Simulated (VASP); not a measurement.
Mg2ZnS3: relaxation of cell and atoms with PBE

Crystal: Mg2ZnS3.

```xyz
12
Lattice="6.8950 0.0000 0.0000 -3.4475 5.9712 0.0000 0.0000 0.0000 6.4491" Properties=species:S:1:pos:R:3 pbc="T T T"
Mg    1.1611    2.0111    0.0179
Mg   -2.2864    3.9601    0.0179
Mg    4.5727    0.0000    0.0179
Mg    0.0000    0.0000    3.2517
Zn    3.4475    1.9904    3.2546
Zn    0.0000    3.9808    3.2546
S     1.1867    2.0555    2.4935
S    -2.2607    3.9157    2.4935
S     4.5215    0.0000    2.4935
S     3.4475    1.9904    5.6175
S     0.0000    3.9808    5.6175
S     0.0000    0.0000    5.7146
```

```yaml
Program: VASP 6.6.1
Task: relaxation of cell and atoms
Functional: PBE
Potentials_or_basis: VASP PAW PBE potentials, release 64 (Mg, Zn, S)
Cutoff: 600 eV
k_mesh: 6 × 6 × 4
Occupations: gaussian, width 0.02 eV
Spin: no spin polarisation
Dipole_correction: no
Further_INCAR_settings: ALGO = Normal; EDIFF = 1e-06; IBRION = 2; EDIFFG = -0.01; NSW = 100; ISIF = 3
```

```yaml
Relaxed_volume: 22.10 Å³/atom
Relaxed_cell: a = 6.892 Å, b = 6.892 Å, c = 6.446 Å, α = 90.00°, β = 90.00°, γ = 120.00°
Space_group_after_relaxing_to_0.1_Å: P31m (No. 157)
Energy_gained_by_relaxing: 0.0 meV/atom
Ionic_steps: 5
Pressure_after_relaxing: 0.0 GPa
Largest_force_after_relaxing: 0.009 eV/Å
Band_gap_on_the_k_mesh: 2.82 eV
```

Forces on the atoms (eV/Å):
```
Mg  -0.002 -0.003 -0.002
Mg  -0.002  0.003 -0.002
Mg   0.004  0.000 -0.002
Mg   0.000  0.000  0.000
Zn   0.000  0.000  0.000
Zn   0.000  0.000  0.000
S   -0.004 -0.008 -0.003
S   -0.004  0.008 -0.003
S    0.009  0.000 -0.003
S    0.000  0.000  0.007
S    0.000  0.000  0.007
S    0.000  0.000 -0.001
```

The path:
| step | energy change (eV) | largest force (eV/Å) | pressure (GPa) | volume (Å³) |
| --- | --- | --- | --- | --- |
| 1 | 0.0000 | 0.0243 | -0.05 | 265.52 |
| 2 | -0.0001 | 0.0129 | 0.03 | 265.28 |
| 3 | -0.0001 | 0.0127 | 0.02 | 265.26 |
| 4 | -0.0001 | 0.0115 | 0.03 | 265.23 |
| 5 | -0.0001 | 0.0094 | 0.03 | 265.16 |

Final structure:
```
Mg Zn S
1.0
     6.89195    0.00000    0.00000
    -3.44598    5.96861    0.00000
     0.00000    0.00000    6.44614
Mg Zn S
4 2 6
Direct
  0.33678 0.33678 0.00276
  0.00000 0.66322 0.00276
  0.66322 0.00000 0.00276
  0.00000 0.00000 0.50417
  0.66667 0.33333 0.50462
  0.33333 0.66667 0.50462
  0.34404 0.34404 0.38650
  0.00000 0.65596 0.38650
  0.65596 0.00000 0.38650
  0.66667 0.33333 0.87132
  0.33333 0.66667 0.87132
  0.00000 0.00000 0.88616
```

Levels at points of the mesh, in eV from the valence-band top:
```
           k point  band 32  band 33  band 34  band 35  band 36  band 37
(0.00, 0.00, 0.00)     0.00     0.00     0.00     2.82     4.28     4.69
(0.50, 0.00, 0.00)    -0.50    -0.46    -0.37     4.24     4.71     5.08
(0.00, 0.00, 0.50)    -0.49    -0.15    -0.15     3.90     4.71     4.90
(0.50, 0.00, 0.50)    -0.87    -0.80    -0.71     4.01     4.51     4.86
```

Wall time 20 min on 1 thread of Oxide Virtual Turin-like Processor, on a shared host, peak memory 0.6 GiB.

A k mesh can miss the band edges.
